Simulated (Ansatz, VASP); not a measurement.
BaS: VASP beside Ansatz

```xyz
2
Lattice="0.0000 3.2150 3.2150 3.2150 0.0000 3.2150 3.2150 3.2150 0.0000" Properties=species:S:1:pos:R:3 pbc="T T T"
Ba    0.0000    0.0000    0.0000
S     3.2150    3.2150    3.2150
```

Alike in both runs: functional PBE; k mesh 7 × 7 × 7; occupations fermi-dirac, width 0.02 eV; no spin polarisation.

Ansatz relaxed the structure, and its values are those at the end. VASP's run is a single point on that final structure, the one shown.

|  | VASP | Ansatz |
| --- | --- | --- |
| version | VASP 6.6.1 | Ansatz 0.2.0 |
| potentials or method | VASP PAW PBE potentials, release 64 (Ba_sv, S), cutoff 520 eV | all-electron LAPW, scalar-relativistic |

```csv
,VASP,Ansatz,Ansatz less VASP
pressure (GPa),0.5,0.0,-0.55
```

Ansatz ran all-electron here, and VASP with PAW potentials.

Neither program's run includes spin-orbit coupling.
